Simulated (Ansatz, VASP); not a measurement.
## Cd: VASP beside Ansatz

```
Cd
1.0
     3.06145    0.01411   -0.01818
    -1.51851    2.60353    0.03331
    -0.03513    0.05406    5.87547
Cd
2
Cartesian
  0.0018 1.7522 1.4999
  1.5060 0.9195 4.3907
```

Change from the starting cell: all atoms moved at random, sigma 0.02 Å a component, cell strained at random, sigma 0.01.

Alike in both runs: task single point; functional PBE; k mesh 12 × 12 × 6; occupations gaussian, width 0.15 eV; no spin polarisation.

```csv
,VASP,Ansatz
version,VASP 6.6.1,Ansatz 0.2.0
potentials or method,"VASP PAW PBE potentials, release 64 (Cd), cutoff 520 eV","scalar-relativistic, plane waves, PAW"
valence electrons in the cell,24,40
```

|  | VASP | Ansatz | Ansatz less VASP |
| --- | --- | --- | --- |
| gap on the k mesh at the Fermi level (eV) | none | none | - |
| pressure (GPa) | -0.6 | -0.9 | -0.25 |
| traceless stress, the component that is largest in VASP (GPa) | -0.88 | -0.92 | -0.046 |
| rms of the force components (eV/Å) | 0.024 | 0.024 | -0.0005 |

Atom by atom the forces differ by 0.001 eV/Å (rms over components). A gap of «none» marks a metal or a gap that the smearing closes. VASP's potentials hold 24 valence electrons a cell and Ansatz's 40, so a difference there can come from the potentials and not from the codes.
